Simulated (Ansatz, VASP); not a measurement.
# Li2O: VASP beside Ansatz

```
CELL_PARAMETERS angstrom
0.00000 2.31315 2.31315
2.31315 0.00000 2.31315
2.31315 2.31315 0.00000
ATOMIC_POSITIONS crystal
O 0.00000 0.00000 0.00000
Li 0.25000 0.25000 0.25000
Li 0.75000 0.75000 0.75000
```

Alike in both runs: functional PBE; k mesh 12 × 12 × 12; occupations fermi-dirac, width 0.03 eV; no spin polarisation.

Ansatz relaxed the structure, and its values are those at the end. VASP's run is a single point on that final structure, the one shown.

|  | VASP | Ansatz |
| --- | --- | --- |
| version | VASP 6.6.1 | Ansatz 0.2.0 |
| potentials or method | VASP PAW PBE potentials, release 64 (O, Li_sv) | PAW with Ansatz's default frozen-core files, scalar-relativistic |
| plane-wave cutoff (eV) | 750 | 420 |
| valence electrons in the cell | 12 | 12 |

|  | VASP | Ansatz | Ansatz less VASP |
| --- | --- | --- | --- |
| pressure (GPa) | -0.3 | 0.0 | +0.34 |
